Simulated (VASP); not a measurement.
Wanted: the native input for a VASP 6.6.1 run.

| Item | Value |
| --- | --- |
| Task | single point |
| Functional | PBEsol |
| Potentials or basis | VASP PAW PBE potentials, release 64 (Hf_pv) |
| Cutoff | 500 eV |
| k mesh | 6 × 6 × 4 |
| Occupations | gaussian, width 0.1 eV |
| Spin | no spin polarisation |
| Dipole correction | no |
| Further INCAR settings | ALGO = Normal; EDIFF = 1e-06; NBANDS = 17 |

The structure of Hf lies in POSCAR:

```
Hf
1.0
    3.1923846315      0.0000000000      0.0000000000
   -1.5961923157      2.7646861895      0.0000000000
    0.0000000000      0.0000000000      5.0450416400
Hf
2
Direct
    0.3333333300      0.6666666700      0.2500000000
    0.6666666700      0.3333333300      0.7500000000
```

These files were run (other wordings do the same):

INCAR

```
PREC = Accurate
ENCUT = 500
EDIFF = 1E-6
ISMEAR = 0
SIGMA = 0.1
LREAL = False
LASPH = True
NELM = 120
ALGO = Normal
ISIF = 2
LWAVE = False
LCHARG = False
GGA = PS
NBANDS = 17
GGA_COMPAT = False
```

KPOINTS

```
regular mesh
0
Gamma
  6 6 4
```

Potentials or basis: VASP PAW PBE potentials, release 64 (Hf_pv).

Run with:

```bash
$ cat potpaw_PBE.64/Hf_pv/POTCAR > POTCAR
$ mpirun -np 1 vasp_std > vasp.out
```

Results of the run:

```yaml
Pressure: -3.4 GPa
Band_gap_on_the_k_mesh: zero (bands 10 and 11 overlap by 1.34 eV)
```

Caveat: the k points lie up to 0.38 Å⁻¹ apart, too coarse for converged energies and pressures of a metal; the PAW data sets were made with another functional, which shifts forces and pressure a little; spin-orbit coupling is left out, which moves the levels of the heavy elements.

It took 20 s on 1 thread of Intel Xeon 8259CL, with other jobs on the host, peak memory 0.16 GiB.
